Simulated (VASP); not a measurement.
A run of VASP 6.6.1 is set up as follows.

The input INCAR:

```
SYSTEM = Au
ALGO = Normal
DIPOL = 0.5 0.5 0.500
EDIFF = 1E-7
ENCUT = 520
GGA = CA
IDIPOL = 3
ISIF = 2
ISMEAR = -1
LASPH = .True.
LCHARG = .False.
LDIPOL = .True.
LREAL = .False.
LWAVE = .False.
NBANDS = 36
NELM = 60
PREC = Accurate
SIGMA = 0.05
```

The input KPOINTS:

```
k-points
0
Gamma
  13 13 1
  0 0 0
```

File POSCAR:

```
Au
1.0
    2.8626073071      0.0000000000      0.0000000000
   -1.4313036535      2.4790906490      0.0000000000
    0.0000000000      0.0000000000     25.3492000000
Au
5
Direct
    0.8333333333      0.1666666667      0.3153937010
    0.1666666667      0.8333333333      0.4081121168
    0.5000000000      0.5000000000      0.5000000010
    0.8333333333      0.1666666667      0.5918878817
    0.1666666667      0.8333333333      0.6846062996
```

Potentials or basis: VASP PAW LDA potentials, release 64 (Au).

Command:

```sh
$ cat potpaw_LDA.64/Au/POTCAR > POTCAR
$ mpirun -np 1 vasp_std > vasp.out
```

Task: Estimate the band gap on the k mesh.

Result: Zero (an odd number of electrons rules out a gap without spin polarisation).

Task: Predict the largest force.

Result: 0.023 eV/Å.

Forces in eV/Å, atoms in the order of the input:
```
Au   0.000  0.000 -0.023
Au   0.000  0.000 -0.006
Au   0.000  0.000  0.000
Au   0.000  0.000  0.006
Au   0.000  0.000  0.023
```

Caveat: spin-orbit coupling is left out, which moves the levels of the heavy elements.
